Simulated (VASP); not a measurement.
# Ti3Al (P4/mmm) in VASP: notebook

Runs on Ti3Al. Level: PBE. Tasks: single point.

Everything below comes from runs of VASP 6.6.1. Logs are shortened: lines on timing, memory, paths and dates and some standing lists are left out, and cuts for length are marked.

## (1) The cell of the first run

Symmetry: P4/mmm, No. 123, tetragonal system. The conventional cell has a = 4.057 Å, b = 4.057 Å, c = 4.015 Å, α = 90.00°, β = 90.00°, γ = 90.00°. Ti (site symmetry mmm) has 8 Ti at 2.85 to 2.87 Å and 4 Al at 2.85 Å within 3.8 Å. Within 3.8 Å of Ti (site symmetry 4/mmm) lie 8 Ti at 2.85 Å and 4 Al at 2.87 Å. Al (site symmetry 4/mmm) has 12 Ti at 2.85 to 2.87 Å within 3.8 Å.

## (2) Single point, PBE

The input, INCAR:

```
ALGO = Normal ; EDIFF = 1E-6
ENCUT = 520 ; GGA = PE
ISIF = 2 ; ISMEAR = 0
LASPH = True ; LCHARG = False
LREAL = False ; LWAVE = False
NBANDS = 28 ; NELM = 60
PREC = Accurate ; SIGMA = 0.1
```

The input, KPOINTS:

```
k-points
0
Gamma
  4 4 4
```

The input, POSCAR:

```
Ti3Al
1.0
    4.0566736971      0.0000000000      0.0000000000
    0.0000000000      4.0566736971      0.0000000000
    0.0000000000      0.0000000000      4.0149767535
Ti Al
3 1
Direct
    0.0000000000      0.5000000000      0.5000000000
    0.5000000000      0.0000000000      0.5000000000
    0.5000000000      0.5000000000      0.0000000000
    0.0000000000      0.0000000000      0.0000000000
```

Potentials or basis: VASP PAW PBE potentials, release 64 (Ti_sv, Al).

Run with:

```console
$ cat potpaw_PBE.64/Ti_sv/POTCAR potpaw_PBE.64/Al/POTCAR > POTCAR
$ mpirun -np 1 vasp_std > vasp.out
```

OUTCAR:

```text
EDIFF = 1E-6
   ENCUT = 520
   GGA = PE
   ISIF = 2
   ISMEAR = 0
   LASPH = True
   LREAL = False
   NELM = 60
   PREC = Accurate

 ion  position               nearest neighbor table
   1  0.000  0.500  0.500-   3 2.85   4 2.85   3 2.85   4 2.85   4 2.85   4 2.85   3 2.85   3 2.85
                             2 2.87   2 2.87   2 2.87   2 2.87
   2  0.500  0.000  0.500-   3 2.85   4 2.85   3 2.85   4 2.85   3 2.85   3 2.85   4 2.85   4 2.85
                             1 2.87   1 2.87   1 2.87   1 2.87
   3  0.500  0.500  0.000-   1 2.85   2 2.85   1 2.85   2 2.85   2 2.85   2 2.85   1 2.85   1 2.85
                             4 2.87   4 2.87   4 2.87   4 2.87
   4  0.000  0.000  0.000-   1 2.85   2 2.85   1 2.85   2 2.85   1 2.85   1 2.85   2 2.85   2 2.85
                             3 2.87   3 2.87   3 2.87   3 2.87

  LATTYP: Found a simple tetragonal cell.
 ALAT       =     4.0566736971
 C/A-ratio  =     0.9897213957

  Lattice vectors:

 A1 = (   4.0566736971,   0.0000000000,   0.0000000000)
 A2 = (   0.0000000000,   4.0566736971,   0.0000000000)
 A3 = (   0.0000000000,   0.0000000000,   4.0149767535)

Analysis of symmetry for initial positions (statically):
=====================================================================
 Subroutine PRICEL returns:
 Original cell was already a primitive cell.

 Routine SETGRP: Setting up the symmetry group for a
 simple tetragonal supercell.

 Subroutine GETGRP returns: Found 16 space group operations
 (whereof 16 operations were pure point group operations)
 out of a pool of 16 trial point group operations.

The static configuration has the point symmetry D_4h.

Analysis of symmetry for dynamics (positions and initial velocities):
=====================================================================
 Subroutine PRICEL returns:
 Original cell was already a primitive cell.

 Routine SETGRP: Setting up the symmetry group for a
 simple tetragonal supercell.

 Subroutine GETGRP returns: Found 16 space group operations
 (whereof 16 operations were pure point group operations)
 out of a pool of 16 trial point group operations.

The dynamic configuration has the point symmetry D_4h.

 Subroutine INISYM returns: Found 16 space group operations
 (whereof 16 operations are pure point group operations),
 and found     1 'primitive' translations

----------------------------------------------------------------------------------------

                                     Primitive cell

  volume of cell :      66.0729

  direct lattice vectors                    reciprocal lattice vectors
     4.056673697  0.000000000  0.000000000     0.246507379  0.000000000  0.000000000
     0.000000000  4.056673697  0.000000000     0.000000000  0.246507379  0.000000000
     0.000000000  0.000000000  4.014976754     0.000000000  0.000000000  0.249067445

  length of vectors
     4.056673697  4.056673697  4.014976754     0.246507379  0.246507379  0.249067445

  position of ions in fractional coordinates (direct lattice)
     0.000000000  0.500000000  0.500000000
     0.500000000  0.000000000  0.500000000
     0.500000000  0.500000000  0.000000000
     0.000000000  0.000000000  0.000000000

  ion indices of the primitive-cell ions
   primitive index   ion index
                 1           1
                 2           2
                 3           3
                 4           4

----------------------------------------------------------------------------------------

 KPOINTS: k-points

Automatic generation of k-mesh.
 Grid dimensions read from file:
 generate k-points for:    4    4    4

 Generating k-lattice:

  Cartesian coordinates                     Fractional coordinates (reciprocal lattice)
     0.061626845  0.000000000  0.000000000     0.250000000  0.000000000  0.000000000
     0.000000000  0.061626845  0.000000000     0.000000000  0.250000000  0.000000000
     0.000000000  0.000000000  0.062266861     0.000000000  0.000000000  0.250000000

  Length of vectors
     0.061626845  0.061626845  0.062266861

  Shift w.r.t. Gamma in fractional coordinates (k-lattice)
     0.000000000  0.000000000  0.000000000

 Subroutine IBZKPT returns following result:
 ===========================================

 Found     18 irreducible k-points:

 Following reciprocal coordinates:
            Coordinates               Weight
  0.000000  0.000000  0.000000      1.000000
  0.250000  0.000000  0.000000      4.000000
  0.500000  0.000000  0.000000      2.000000
  0.250000  0.250000  0.000000      4.000000
  0.500000  0.250000  0.000000      4.000000
  0.500000  0.500000  0.000000      1.000000
[... 10 lines left out ...]
  0.500000  0.250000  0.500000      4.000000
  0.500000  0.500000  0.500000      1.000000
   k-points           NKPTS =     18   k-points in BZ     NKDIM =     18   number of bands    NBANDS=     28
   number of dos      NEDOS =    301   number of ions     NIONS =      4
   total plane-waves  NPLWV =  27000
   dimension x,y,z NGX =    30 NGY =   30 NGZ =   30
   dimension x,y,z NGXF=    60 NGYF=   60 NGZF=   60
   ions per type =               3   1
   NGX,Y,Z   is equivalent  to a cutoff of  12.29, 12.29, 12.42 a.u.
   NGXF,Y,Z  is equivalent  to a cutoff of  24.59, 24.59, 24.84 a.u.
 SYSTEM =  unknown system
   PREC   = accura    normal or accurate (medium, high low for compatibility)
   ISTART =      0    job   : 0-new  1-cont  2-samecut
   ICHARG =      2    charge: 1-file 2-atom 10-const
   ISPIN  =      1    spin polarized calculation?
   LNONCOLLINEAR =      F non collinear calculations
   LSORBIT =      F    spin-orbit coupling
   LASPH  =      T    aspherical Exc in radial PAW
   ENCUT  =  520.0 eV  38.22 Ry    6.18 a.u.   7.54  7.54  7.47*2*pi/ulx,y,z
   NELM   =     60;   NELMIN=  2; NELMDL= -5     # of ELM steps
   EDIFF  = 0.1E-05   stopping-criterion for ELM
   LREAL  =      F    real-space projection
   EDIFFG = 0.1E-04   stopping-criterion for IOM
   NSW    =      0    number of steps for IOM
   IBRION =     -1    ionic relax: 0-MD 1-quasi-New 2-CG
   NFREE  =      0    steps in history (QN), initial steepest desc. (CG)
   ISIF   =      2    stress and relaxation
   ISYM   =      2    0-nonsym 1-usesym 2-fastsym
   POTIM  = 0.5000    time-step for ionic-motion
   TEBEG  =    0.0;   TEEND  =   0.0 temperature during run
   PSTRESS=    0.0 pullay stress
   NELECT =      39.0000    total number of electrons
   NUPDOWN=      -1.0000    fix difference up-down
   EMIN   =  10.00;   EMAX   =-10.00  energy-range for DOS
   EFERMI =   0.00;   METHOD = LEGACY
   ISMEAR =     0;   SIGMA  =   0.10  broadening in eV -4-tet -1-fermi 0-gaus
   EFERMI_NEDOS =   21; number of points for ismear=-14 and -15
   IALGO  =     38    algorithm
   IMIX   =      4    mixing-type and parameters
     AMIX     =   0.40;   BMIX     =  1.00
     AMIX_MAG =   1.60;   BMIX_MAG =  1.00
  volume/ion in A,a.u.               =      16.52       111.47
  Fermi-wavevector in a.u.,A,eV,Ry     =   1.373268  2.595100 25.658752  1.885865
  Thomas-Fermi vector in A             =   2.498800
   LORBIT       =      0    0 simple, 1 ext, 2 COOP (PROOUT), +10 PAW based schemes
   GGA     = PE    functional components
   LHFCALC =     F    Hartree Fock is set to
   AEXX    =    0.0000 exact exchange contribution
   IVDW    =     0    specifies the selected vdW correction
   LEPSILON=     F    determine dielectric tensor
   LRPA    =     F    only Hartree local field effects (RPA)
 non-spin polarized calculation
 Gauss-broadening in eV      SIGMA  =   0.10
  energy-cutoff  :      520.00
  volume of cell :       66.07
 maximum number of plane-waves:      1798
   NGX = 15   NGY = 15   NGZ = 15

 number of electron      38.9999998 magnetization

 Free energy of the ion-electron system (eV)
  ---------------------------------------------------
  ext. energy  EPLUGINS =         0.00000000
  ---------------------------------------------------
  free energy    TOTEN  =       -28.28625550 eV

  energy without entropy =      -28.24784937  energy(sigma->0) =      -28.26705243

 E-fermi :   8.3365     XC(G=0): -11.3456

 val. band max:        8.3202954630   @ k =   0.5000   0.0000   0.2500
 cond. band min:       8.3427783381   @ k =   0.2500   0.2500   0.0000
 fundamental gap:      0.0224828751
 Fermi energy:         8.3365046350

 k-point     1 :       0.0000    0.0000    0.0000
  band No.  band energies     occupation
      1     -48.2033      2.00000
      2     -48.0594      2.00000
      3     -48.0503      2.00000
      4     -24.6480      2.00000
      5     -24.6480      2.00000
      6     -24.6472      2.00000
[... 20 lines left out ...]
     27      11.5366      0.00000
     28      12.1055      0.00000

 k-point     2 :       0.2500    0.0000    0.0000
  band No.  band energies     occupation
      1     -48.1844      2.00000
      2     -48.0764      2.00000
      3     -48.0519      2.00000
      4     -24.6070      2.00000
      5     -24.6053      2.00000
      6     -24.5851      2.00000
[... 20 lines left out ...]
     27      11.4326      0.00000
     28      11.6639      0.00000

 k-point     3 :       0.5000    0.0000    0.0000
  band No.  band energies     occupation
      1     -48.1535      2.00000
      2     -48.1069      2.00000
      3     -48.0520      2.00000
      4     -24.5490      2.00000
      5     -24.5458      2.00000
      6     -24.4755      2.00000
[... 20 lines left out ...]
     27      10.6270      0.00000
     28      11.6311      0.00000

 k-point     4 :       0.2500    0.2500    0.0000
  band No.  band energies     occupation
      1     -48.1676      2.00000
      2     -48.0829      2.00000
      3     -48.0617      2.00000
      4     -24.6282      2.00000
      5     -24.5621      2.00000
      6     -24.5034      2.00000
[... 392 lines left out ...]
     27      10.6866      0.00000
     28      11.0521      0.00000

 k-point    17 :       0.5000    0.2500    0.5000
  band No.  band energies     occupation
      1     -48.1060      2.00000
      2     -48.1060      2.00000
      3     -48.0981      2.00000
      4     -24.6729      2.00000
      5     -24.6576      2.00000
      6     -24.5868      2.00000
[... 20 lines left out ...]
     27      10.5763      0.00000
     28      10.8003      0.00000

 k-point    18 :       0.5000    0.5000    0.5000
  band No.  band energies     occupation
      1     -48.1057      2.00000
      2     -48.1057      2.00000
      3     -48.0978      2.00000
      4     -24.7578      2.00000
      5     -24.6563      2.00000
      6     -24.6563      2.00000
[... 20 lines left out ...]
     27      10.6294      0.00000
     28      10.7007      0.00000

------------------------ aborting loop because EDIFF is reached ----------------------------------------

  FORCE on cell =-STRESS in cart. coord.  units (eV):
  Direction    XX          YY          ZZ          XY          YZ          ZX
  --------------------------------------------------------------------------------------
  -------------------------------------------------------------------------------------
  Total        0.1208774      0.1208774      0.4048874      0.0000000     -0.0000000      0.0000000
  in kB        2.9311115      2.9311115      9.8179690      0.0000000     -0.0000000      0.0000000
  external PRESSURE =       5.2267307 kB  Pullay stress =       0.0000000 kB

 VOLUME and BASIS-vectors are now :
 -----------------------------------------------------------------------------
  energy-cutoff  :      520.00
  volume of cell :       66.07
      direct lattice vectors                 reciprocal lattice vectors
     4.056673697  0.000000000  0.000000000     0.246507379  0.000000000  0.000000000
     0.000000000  4.056673697  0.000000000     0.000000000  0.246507379  0.000000000
     0.000000000  0.000000000  4.014976754     0.000000000  0.000000000  0.249067445

 POSITION                                       TOTAL-FORCE (eV/Angst)
 -----------------------------------------------------------------------------------
      0.00000      2.02834      2.00749         0.000000      0.000000      0.000000
      2.02834      0.00000      2.00749         0.000000      0.000000      0.000000
      2.02834      2.02834      0.00000         0.000000      0.000000      0.000000
      0.00000      0.00000      0.00000         0.000000      0.000000      0.000000
 -----------------------------------------------------------------------------------
    total drift:                                0.000000      0.000000     -0.000000

  FREE ENERGIE OF THE ION-ELECTRON SYSTEM (eV)
  ---------------------------------------------------
  free  energy   TOTEN  =       -28.2862554958 eV

  energy  without entropy=      -28.2478493686  energy(sigma->0) =      -28.26705243
```

Run time: 63 s. Hardware: 1 thread of Intel Xeon 8259CL, shared host; peak memory 0.18 GiB.

What came out:

- Free energy: -28.2863 eV
- Pressure: 0.5 GPa
- Band gap on the k mesh: zero (an odd number of electrons rules out a gap without spin polarisation)

Caveat: the k points lie up to 0.39 Å⁻¹ apart, too coarse for converged energies and pressures of a metal.

(Continued in part 2 of 2.)
